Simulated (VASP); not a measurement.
Input of a VASP 6.6.1 run:

INCAR

```
PREC = Accurate
ENCUT = 520
EDIFF = 1E-7
ISMEAR = -1
SIGMA = 0.02
LREAL = False
LASPH = True
NELM = 60
ALGO = Normal
ISIF = 2
LWAVE = False
LCHARG = False
GGA = PE
NBANDS = 23
```

KPOINTS

```
regular mesh
0
Gamma
  6 6 6
```

POSCAR

```
NaMgBr3
1.0
    5.5322432244      0.0000000000      0.0000000000
    0.0000000000      5.5322432244      0.0000000000
    0.0000000000      0.0000000000      5.1222681275
Na Mg Br
1 1 3
Direct
    0.0000000000      0.0000000000      0.0000000000
    0.5000000000      0.5000000000      0.5000000000
    0.5000000000      0.5000000000      0.0000000000
    0.5000000000      0.0000000000      0.5000000000
    0.0000000000      0.5000000000      0.5000000000
```

Potentials or basis: VASP PAW PBE potentials, release 64 (Na_pv, Mg, Br).

Command:

```bash
$ cat potpaw_PBE.64/Na_pv/POTCAR potpaw_PBE.64/Mg/POTCAR potpaw_PBE.64/Br/POTCAR > POTCAR
$ mpirun -np 1 vasp_std > vasp.out
```

What does it give for the band gap on the k mesh?

2.57 eV (least direct gap 3.05 eV).

Estimate the pressure.

-0.9 GPa.

Stress tensor (GPa, compression positive):
```
-1.61  0.00  0.00
 0.00 -1.61  0.00
 0.00  0.00  0.60
```

Caveat: the cell differs from its parent crystal (epitaxial xy strain +5.0%). A k mesh can miss the band edges.
